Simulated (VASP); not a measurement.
Input of a VASP 6.6.1 run:

INCAR

```
ALGO     = Normal         # electronic algorithm
EDIFF    = 1E-6           # SCF threshold, eV
ENCUT    = 520            # plane-wave cutoff, eV
GGA      = CA             # functional
ISIF     = 2              # what is computed and relaxed
ISMEAR   = -1             # smearing method
LASPH    = T              # aspherical terms in the spheres
LCHARG   = F              # write CHGCAR
LREAL    = F              # projectors in reciprocal space
LWAVE    = F              # write WAVECAR
NBANDS   = 14             # bands
NELM     = 100            # most SCF steps
PREC     = Accurate       # precision mode
SIGMA    = 0.05           # smearing width, eV
```

File KPOINTS:

```
k-points
0
Gamma
  5 5 5
```

POSCAR

```
HfN
1.0
    0.0000000000      2.4548220000      2.4548220000
    2.4548220000      0.0000000000      2.4548220000
    2.4548220000      2.4548220000      0.0000000000
Hf N
1 1
Direct
    0.0000000000      0.0000000000      0.0000000000
    0.2500000000      0.2500000000      0.2500000000
```

Potentials or basis: VASP PAW LDA potentials, release 64 (Hf_pv, N).

Launch:

```sh
$ cat potpaw_LDA.64/Hf_pv/POTCAR potpaw_LDA.64/N/POTCAR > POTCAR
$ mpirun -np 1 vasp_std > vasp.out
```

Question: Predict the band gap on the k mesh.

Answer: Zero (an odd number of electrons rules out a gap without spin polarisation).

Question: What does it give for the pressure?

Answer: -9.5 GPa.

Caveat: the k points lie up to 0.44 Å⁻¹ apart, too coarse for converged energies and pressures of a metal; spin-orbit coupling is left out, which moves the levels of the heavy elements; an odd number of electrons without spin polarisation forces a metal; a magnetic or distorted state may lie lower.
